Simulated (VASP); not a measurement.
# PbSe (P6_3/mmc) in VASP: further runs

The runs below take PbSe through single point, with PBE.

All numbers are computed with VASP 6.6.1; they aren't measurements. Logs are shortened: lines on timing, memory, paths and dates and some standing lists are left out, and cuts for length are marked.

### 1 The cell of the first run

Symmetry: P6_3/mmc, No. 194, hexagonal system. Conventional cell: a = 4.307 Å, b = 4.307 Å, c = 7.588 Å, α = 90.00°, β = 90.00°, γ = 120.00°. Within 4.1 Å of Pb (site symmetry -3m) lie 6 Se at 3.13 Å and 2 Pb at 3.79 Å. Se (site symmetry -6m2) has 6 Pb at 3.13 Å within 4.1 Å.

### 2 Single point, PBE

INCAR

```
PREC = Accurate ; ENCUT = 520
EDIFF = 1E-7 ; ISMEAR = 0
SIGMA = 0.05 ; LREAL = False
LASPH = True ; NELM = 100
ALGO = Normal ; ISIF = 2
LWAVE = False ; LCHARG = False
GGA = PE ; NBANDS = 28
```

KPOINTS

```
Automatic mesh
0
Gamma
  8 8 6
```

POSCAR

```
PbSe
1.0
    4.3070637475      0.0000000000      0.0000000000
   -2.1535318737      3.7300266210      0.0000000000
    0.0000000000      0.0000000000      7.5880828838
Pb Se
2 2
Direct
    0.0000000000      0.0000000000      0.0000000000
    0.0000000000      0.0000000000      0.5000000000
    0.3333333333      0.6666666667      0.2500000000
    0.6666666667      0.3333333333      0.7500000000
```

Potentials or basis: VASP PAW PBE potentials, release 64 (Pb_d, Se).

Launch:

```console
cat potpaw_PBE.64/Pb_d/POTCAR potpaw_PBE.64/Se/POTCAR > POTCAR
mpirun -np 1 vasp_std > vasp.out
```

OUTCAR:

```text
PREC = Accurate
   ENCUT = 520
   EDIFF = 1E-7
   ISMEAR = 0
   LREAL = False
   LASPH = True
   NELM = 100
   ISIF = 2
   GGA = PE

 ion  position               nearest neighbor table
   1  0.000  0.000  0.000-   3 3.13   4 3.13   3 3.13   4 3.13   4 3.13   3 3.13   2 3.79   2 3.79

   2  0.000  0.000  0.500-   3 3.13   4 3.13   3 3.13   4 3.13   4 3.13   3 3.13   1 3.79   1 3.79

   3  0.333  0.667  0.250-   1 3.13   2 3.13   1 3.13   2 3.13   1 3.13   2 3.13
   4  0.667  0.333  0.750-   1 3.13   2 3.13   1 3.13   2 3.13   1 3.13   2 3.13

  LATTYP: Found a hexagonal cell.
 ALAT       =     4.3070637475
 C/A-ratio  =     1.7617763118

  Lattice vectors:

 A1 = (   4.3070637475,   0.0000000000,   0.0000000000)
 A2 = (  -2.1535318737,   3.7300266210,   0.0000000000)
 A3 = (   0.0000000000,   0.0000000000,   7.5880828838)

Analysis of symmetry for initial positions (statically):
=====================================================================
 Subroutine PRICEL returns:
 Original cell was already a primitive cell.

 Routine SETGRP: Setting up the symmetry group for a
 hexagonal supercell.

 Subroutine GETGRP returns: Found 24 space group operations
 (whereof 12 operations were pure point group operations)
 out of a pool of 24 trial point group operations.

The static configuration has the point symmetry D_3d.
 The point group associated with its full space group is D_6h.

Analysis of symmetry for dynamics (positions and initial velocities):
=====================================================================
 Subroutine PRICEL returns:
 Original cell was already a primitive cell.

 Routine SETGRP: Setting up the symmetry group for a
 hexagonal supercell.

 Subroutine GETGRP returns: Found 24 space group operations
 (whereof 12 operations were pure point group operations)
 out of a pool of 24 trial point group operations.

The dynamic configuration has the point symmetry D_3d.
 The point group associated with its full space group is D_6h.

 Subroutine INISYM returns: Found 24 space group operations
 (whereof 12 operations are pure point group operations),
 and found     1 'primitive' translations

----------------------------------------------------------------------------------------

                                     Primitive cell

  volume of cell :     121.9061

[... 84 lines left out ...]
   ISTART =      0    job   : 0-new  1-cont  2-samecut
   ICHARG =      2    charge: 1-file 2-atom 10-const
   ISPIN  =      1    spin polarized calculation?
   LNONCOLLINEAR =      F non collinear calculations
   LSORBIT =      F    spin-orbit coupling
   LASPH  =      T    aspherical Exc in radial PAW
   ENCUT  =  520.0 eV  38.22 Ry    6.18 a.u.   8.01  8.01 14.11*2*pi/ulx,y,z
   NELM   =    100;   NELMIN=  2; NELMDL= -5     # of ELM steps
   EDIFF  = 0.1E-06   stopping-criterion for ELM
   LREAL  =      F    real-space projection
   EDIFFG = 0.1E-05   stopping-criterion for IOM
   NSW    =      0    number of steps for IOM
   IBRION =     -1    ionic relax: 0-MD 1-quasi-New 2-CG
   NFREE  =      0    steps in history (QN), initial steepest desc. (CG)
   ISIF   =      2    stress and relaxation
   ISYM   =      2    0-nonsym 1-usesym 2-fastsym
   POTIM  = 0.5000    time-step for ionic-motion
   TEBEG  =    0.0;   TEEND  =   0.0 temperature during run
   PSTRESS=    0.0 pullay stress
   NELECT =      40.0000    total number of electrons
   NUPDOWN=      -1.0000    fix difference up-down
   EMIN   =  10.00;   EMAX   =-10.00  energy-range for DOS
   EFERMI =   0.00;   METHOD = LEGACY
   ISMEAR =     0;   SIGMA  =   0.05  broadening in eV -4-tet -1-fermi 0-gaus
   EFERMI_NEDOS =   21; number of points for ismear=-14 and -15
   IALGO  =     38    algorithm
   IMIX   =      4    mixing-type and parameters
     AMIX     =   0.40;   BMIX     =  1.00
     AMIX_MAG =   1.60;   BMIX_MAG =  1.00
  volume/ion in A,a.u.               =      30.48       205.67
  Fermi-wavevector in a.u.,A,eV,Ry     =   1.129154  2.133791 17.347266  1.274988
  Thomas-Fermi vector in A             =   2.265846
   LORBIT       =      0    0 simple, 1 ext, 2 COOP (PROOUT), +10 PAW based schemes
   GGA     = PE    functional components
   LHFCALC =     F    Hartree Fock is set to
   AEXX    =    0.0000 exact exchange contribution
   IVDW    =     0    specifies the selected vdW correction
   LEPSILON=     F    determine dielectric tensor
   LRPA    =     F    only Hartree local field effects (RPA)
 non-spin polarized calculation
 Gauss-broadening in eV      SIGMA  =   0.05
  energy-cutoff  :      520.00
  volume of cell :      121.91
 maximum number of plane-waves:      3299
   NGX = 17   NGY = 17   NGZ = 29

 number of electron      39.9999999 magnetization

 Free energy of the ion-electron system (eV)
  ---------------------------------------------------
  ext. energy  EPLUGINS =         0.00000000
  ---------------------------------------------------
  free energy    TOTEN  =       -16.20346066 eV

  energy without entropy =      -16.20339698  energy(sigma->0) =      -16.20342882

 E-fermi :   4.6754     XC(G=0):  -9.2345

 val. band max:        4.6257365630   @ k =   0.0000   0.0000   0.0000
 cond. band min:       4.7453418487   @ k =   0.5000  -0.0000   0.0000
 fundamental gap:      0.1196052857
 Fermi energy:         4.6753643681

 k-point     1 :       0.0000    0.0000    0.0000
  band No.  band energies     occupation
      1     -12.5105      2.00000
      2     -12.4683      2.00000
      3     -12.4683      2.00000
      4     -12.4557      2.00000
      5     -12.4557      2.00000
      6     -12.4459      2.00000
[... 733 lines left out ...]
     27      10.5526      0.00000
     28      11.4113      0.00000

 [... further k-points ...]
[... 5 lines left out ...]
  --------------------------------------------------------------------------------------
  -------------------------------------------------------------------------------------
  Total       -0.0148712     -0.0148712     -0.0114401     -0.0000000      0.0000000     -0.0000000
  in kB       -0.1954485     -0.1954485     -0.1503536     -0.0000000      0.0000000     -0.0000000
  external PRESSURE =      -0.1804169 kB  Pullay stress =       0.0000000 kB

 VOLUME and BASIS-vectors are now :
 -----------------------------------------------------------------------------
  energy-cutoff  :      520.00
  volume of cell :      121.91
      direct lattice vectors                 reciprocal lattice vectors
     4.307063747  0.000000000  0.000000000     0.232176735  0.134047301  0.000000000
    -2.153531874  3.730026621  0.000000000     0.000000000  0.268094601  0.000000000
     0.000000000  0.000000000  7.588082884     0.000000000  0.000000000  0.131785593

 POSITION                                       TOTAL-FORCE (eV/Angst)
 -----------------------------------------------------------------------------------
      0.00000      0.00000      0.00000         0.000000     -0.000000     -0.000000
      0.00000      0.00000      3.79404        -0.000000     -0.000000     -0.000000
     -0.00000      2.48668      1.89702         0.000000     -0.000000     -0.000000
      2.15353      1.24334      5.69106        -0.000000      0.000000      0.000000
 -----------------------------------------------------------------------------------
    total drift:                                0.000000     -0.000000      0.000000

  FREE ENERGIE OF THE ION-ELECTRON SYSTEM (eV)
  ---------------------------------------------------
  free  energy   TOTEN  =       -16.2034606598 eV

  energy  without entropy=      -16.2033969828  energy(sigma->0) =      -16.20342882
```

OSZICAR:

```text
N       E                     dE             d eps       ncg     rms          rms(c)
DAV:   1     0.408504622940E+03    0.40850E+03   -0.18299E+04  2240   0.146E+03
DAV:   2     0.281372563610E+02   -0.38037E+03   -0.36982E+03  2272   0.389E+02
DAV:   3    -0.148295729184E+02   -0.42967E+02   -0.41640E+02  2916   0.149E+02
DAV:   4    -0.168109420579E+02   -0.19814E+01   -0.19724E+01  2556   0.338E+01
DAV:   5    -0.168890938110E+02   -0.78152E-01   -0.78142E-01  3060   0.711E+00    0.384E+00
DAV:   6    -0.162035417369E+02    0.68555E+00   -0.15582E+00  3048   0.738E+00    0.200E+00
DAV:   7    -0.161981672687E+02    0.53745E-02   -0.31070E-01  2480   0.214E+00    0.121E+00
DAV:   8    -0.162058411754E+02   -0.76739E-02   -0.41713E-02  2620   0.184E+00    0.366E-01
DAV:   9    -0.162031591273E+02    0.26820E-02   -0.84540E-03  3068   0.799E-01    0.948E-02
DAV:  10    -0.162034281210E+02   -0.26899E-03   -0.10470E-03  2704   0.164E-01    0.348E-02
DAV:  11    -0.162034588940E+02   -0.30773E-04   -0.11952E-04  2652   0.857E-02    0.577E-03
DAV:  12    -0.162034605248E+02   -0.16308E-05   -0.87033E-06  2700   0.192E-02    0.207E-03
DAV:  13    -0.162034606266E+02   -0.10181E-06   -0.12082E-06  2156   0.773E-03    0.127E-03
DAV:  14    -0.162034606598E+02   -0.33235E-07   -0.15347E-07  2068   0.346E-03
   1 F= -.16203461E+02 E0= -.16203429E+02  d E =-.636770E-04
```

stdout:

```text
POSCAR found type information on POSCAR PbSe
 POSCAR found :  2 types and       4 ions
 scaLAPACK will be used
 LDA part: xc-table for (Slater+PW92), standard interpolation
 POSCAR, INCAR and KPOINTS ok, starting setup
 FFT: planning ... GRIDC
 FFT: planning ... GRID_SOFT
 FFT: planning ... GRID
 WAVECAR not read
 entering main loop
```

Run time: 90 s. Hardware: 1 thread of AMD EPYC 7R13 (Zen 3), shared host; peak memory 0.27 GiB.

What came out:

| Quantity | Value |
| --- | --- |
| Free energy | -16.2035 eV |
| Pressure | 0.0 GPa |
| Band gap on the k mesh | 0.12 eV (least direct gap 0.13 eV) |

Caveat: spin-orbit coupling is left out, which moves the levels of the heavy elements. A k mesh can miss the band edges.

### 3 Single point, PBE (31.09 Å³/atom)

This run uses another cell than the first one, of 31.09 Å³/atom.

INCAR

```
ALGO = Normal
EDIFF = 1E-6
ENCUT = 520
GGA = PE
ISIF = 2
ISMEAR = 0
LASPH = True
LCHARG = False
LREAL = False
LWAVE = False
NBANDS = 28
NELM = 80
PREC = Accurate
SIGMA = 0.05
```

KPOINTS

```
k-points
0
Gamma
  8 8 6
```

POSCAR

```
PbSe
1.0
    4.3413747929      0.0000000000      0.0000000000
   -2.1706873964      3.7597408580      0.0000000000
    0.0000000000      0.0000000000      7.6179878644
Pb Se
2 2
Direct
    0.0000000000      0.0000000000      0.0000000000
    0.0000000000      0.0000000000      0.5000000000
    0.3333333333      0.6666666667      0.2500000000
    0.6666666667      0.3333333333      0.7500000000
```

Potentials or basis: VASP PAW PBE potentials, release 64 (Pb_d, Se).

Launch:

```console
cat potpaw_PBE.64/Pb_d/POTCAR potpaw_PBE.64/Se/POTCAR > POTCAR
mpirun -np 1 vasp_std > vasp.out
```

OUTCAR:

```text
EDIFF = 1E-6
   ENCUT = 520
   GGA = PE
   ISIF = 2
   ISMEAR = 0
   LASPH = True
   LREAL = False
   NELM = 80
   PREC = Accurate

 ion  position               nearest neighbor table
   1  0.000  0.000  0.000-   3 3.15   4 3.15   3 3.15   4 3.15   4 3.15   3 3.15   2 3.81   2 3.81

   2  0.000  0.000  0.500-   3 3.15   4 3.15   3 3.15   4 3.15   4 3.15   3 3.15   1 3.81   1 3.81

   3  0.333  0.667  0.250-   1 3.15   2 3.15   1 3.15   2 3.15   1 3.15   2 3.15
[... 940 lines left out ...]
     27      10.3280      0.00000
     28      11.1701      0.00000

 [... further k-points ...]
[... 5 lines left out ...]
  --------------------------------------------------------------------------------------
  -------------------------------------------------------------------------------------
  Total       -0.6706255     -0.6706255     -0.6838482     -0.0000000     -0.0000000     -0.0000000
  in kB       -8.6410232     -8.6410232     -8.8113976     -0.0000000     -0.0000000     -0.0000000
  external PRESSURE =      -8.6978147 kB  Pullay stress =       0.0000000 kB

 VOLUME and BASIS-vectors are now :
 -----------------------------------------------------------------------------
  energy-cutoff  :      520.00
  volume of cell :      124.34
      direct lattice vectors                 reciprocal lattice vectors
     4.341374793  0.000000000  0.000000000     0.230341781  0.132987889  0.000000000
    -2.170687396  3.759740858  0.000000000     0.000000000  0.265975778  0.000000000
     0.000000000  0.000000000  7.617987864     0.000000000  0.000000000  0.131268258

 POSITION                                       TOTAL-FORCE (eV/Angst)
 -----------------------------------------------------------------------------------
      0.00000      0.00000      0.00000         0.000000      0.000000     -0.000000
      0.00000      0.00000      3.80899         0.000000      0.000000     -0.000000
     -0.00000      2.50649      1.90450        -0.000000      0.000000      0.000000
      2.17069      1.25325      5.71349         0.000000     -0.000000      0.000000
 -----------------------------------------------------------------------------------
    total drift:                                0.000000     -0.000000      0.000000

  FREE ENERGIE OF THE ION-ELECTRON SYSTEM (eV)
  ---------------------------------------------------
  free  energy   TOTEN  =       -16.1972740948 eV

  energy  without entropy=      -16.1971972683  energy(sigma->0) =      -16.19723568
```

OSZICAR:

```text
N       E                     dE             d eps       ncg     rms          rms(c)
DAV:   1     0.403910233028E+03    0.40391E+03   -0.18241E+04  2240   0.145E+03
DAV:   2     0.274803100251E+02   -0.37643E+03   -0.36573E+03  2268   0.388E+02
DAV:   3    -0.149251150897E+02   -0.42405E+02   -0.41273E+02  2940   0.148E+02
DAV:   4    -0.168382793271E+02   -0.19132E+01   -0.19065E+01  2536   0.335E+01
DAV:   5    -0.169117429694E+02   -0.73464E-01   -0.73458E-01  2996   0.695E+00    0.383E+00
DAV:   6    -0.161964602894E+02    0.71528E+00   -0.16499E+00  3088   0.740E+00    0.195E+00
DAV:   7    -0.161917825045E+02    0.46778E-02   -0.30907E-01  2448   0.212E+00    0.120E+00
DAV:   8    -0.161997390445E+02   -0.79565E-02   -0.42121E-02  2580   0.182E+00    0.381E-01
DAV:   9    -0.161969753069E+02    0.27637E-02   -0.83045E-03  3048   0.770E-01    0.109E-01
DAV:  10    -0.161972356047E+02   -0.26030E-03   -0.11157E-03  2700   0.173E-01    0.352E-02
DAV:  11    -0.161972720378E+02   -0.36433E-04   -0.11108E-04  2472   0.820E-02    0.629E-03
DAV:  12    -0.161972740295E+02   -0.19917E-05   -0.77196E-06  2404   0.184E-02    0.225E-03
DAV:  13    -0.161972740948E+02   -0.65330E-07   -0.19089E-06  1920   0.941E-03
   1 F= -.16197274E+02 E0= -.16197236E+02  d E =-.768265E-04
```

Wall time 82 s (1 thread of AMD EPYC 7R13 (Zen 3), shared host); peak memory 0.27 GiB.

Results:

```
Free energy            : -16.1973 eV
Pressure               : -0.9 GPa
Band gap on the k mesh : 0.08 eV
```

Levels at points of the mesh, in eV from the valence-band top:
| k point | band 17 | band 18 | band 19 | band 20 | band 21 | band 22 | band 23 | band 24 |
| --- | --- | --- | --- | --- | --- | --- | --- | --- |
| (0.00, 0.00, 0.00) | -1.71 | -1.28 | -1.28 | 0.00 | 0.08 | 2.89 | 2.89 | 2.95 |
| (0.50, 0.00, 0.00) | -2.84 | -1.41 | -1.36 | -0.89 | 0.15 | 1.61 | 2.53 | 3.72 |
| (0.00, 0.00, 0.50) | -1.49 | -1.49 | -1.47 | -1.47 | 2.33 | 2.33 | 2.81 | 2.81 |
| (0.50, 0.00, 0.50) | -2.48 | -2.48 | -2.28 | -2.28 | 2.45 | 2.45 | 2.78 | 2.78 |

Caveat: spin-orbit coupling is left out, which moves the levels of the heavy elements.

### 4 Single point, PBE (31.70 Å³/atom)

This run uses another cell than the first one, of 31.70 Å³/atom.

INCAR

```
  ALGO = Normal
  EDIFF = 1E-6
  ENCUT = 520
  GGA = PE
  ISIF = 2
  ISMEAR = 0
  LASPH = T
  LCHARG = F
  LREAL = F
  LWAVE = F
  NBANDS = 28
  NELM = 100
  PREC = Accurate
  SIGMA = 0.05
```

KPOINTS is that of step 3.

POSCAR

```
PbSe
1.0
    4.3752286774      0.0000000000      0.0000000000
   -2.1876143387      3.7890591820      0.0000000000
    0.0000000000      0.0000000000      7.6476233531
Pb Se
2 2
Direct
    0.0000000000      0.0000000000      0.0000000000
    0.0000000000      0.0000000000      0.5000000000
    0.3333333333      0.6666666667      0.2500000000
    0.6666666667      0.3333333333      0.7500000000
```

Launch:

```console
cat potpaw_PBE.64/Pb_d/POTCAR potpaw_PBE.64/Se/POTCAR > POTCAR
mpirun -np 1 vasp_std > vasp.out
```

It took 1.7 min on 1 thread of AMD EPYC 7R13 (Zen 3), shared host; peak memory 0.29 GiB.

It converged, with:

```
Free energy            : -16.1789 eV
Pressure               : -1.6 GPa
Band gap on the k mesh : 0.04 eV
```

Levels at points of the mesh, in eV from the valence-band top:
```tsv
k point	band 18	band 19	band 20	band 21	band 22	band 23
(0.00, 0.00, 0.00)	-1.23	-1.23	0.00	0.04	2.88	2.88
(0.50, 0.00, 0.00)	-1.36	-1.32	-0.86	0.18	1.63	2.57
(0.00, 0.00, 0.50)	-1.44	-1.44	-1.44	2.31	2.31	2.80
(0.50, 0.00, 0.50)	-2.39	-2.21	-2.21	2.45	2.45	2.78
```

Caveat: spin-orbit coupling is left out, which moves the levels of the heavy elements.

### 5 Overview

| cell | gap on the mesh (eV) | pressure (GPa) |
| --- | --- | --- |
| a = 4.307, b = 4.307, c = 7.588 Å, angles 90.0, 90.0, 120.0°, 4 atoms | 0.12 | 0.0 |
| a = 4.341, b = 4.341, c = 7.618 Å, angles 90.0, 90.0, 120.0°, 4 atoms | 0.08 | -0.9 |
| a = 4.375, b = 4.375, c = 7.648 Å, angles 90.0, 90.0, 120.0°, 4 atoms | 0.04 | -1.6 |

Alike in all rows: task single point; level PBE; potentials or basis VASP PAW PBE potentials, release 64 (Pb_d, Se); no spin polarisation; k mesh 8 × 8 × 6; cutoff (eV) 520; smearing gaussian 0.05 eV.

Caveats: spin-orbit coupling is left out, which moves the levels of the heavy elements.

Absolute energies hang on the potentials; compare differences alone.
